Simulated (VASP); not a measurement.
W5C6 (a cell with a defect), 11 atoms in the cell. The cell holds a defect, 11 atoms: a = 5.061 Å, b = 5.061 Å, c = 5.694 Å, α = 90.00°, β = 90.00°, γ = 120.00°. 

```yaml
Program: VASP 6.6.1
Task: single point
Functional: PBE
Potentials_or_basis: VASP PAW PBE potentials, release 64 (W_sv, C)
Cutoff: 520 eV
k_mesh: 6 × 6 × 5
Occupations: gaussian, width 0.1 eV
Spin: no spin polarisation
Dipole_correction: no
Further_INCAR_settings: ALGO = Normal; EDIFF = 1e-07; NBANDS = 58
```

Potentials or basis: VASP PAW PBE potentials, release 64 (W_sv, C).

Launch:

```console
$ cat potpaw_PBE.64/W_sv/POTCAR potpaw_PBE.64/C/POTCAR > POTCAR
$ mpirun -np 1 vasp_std > vasp.out
```

Hardware: 1 thread of Intel(R) Xeon(R) Platinum 8259CL CPU @ 2.50GHz (Skylake/Cascade Lake) (shared host).

Problem. How long does it take, and how much memory?

Solution. It took 7 min on 1 thread of Intel(R) Xeon(R) Platinum 8259CL CPU @ 2.50GHz (Skylake/Cascade Lake), on a shared host, peak memory 0.3 GiB. Counts: scf iterations 16, k points 21.
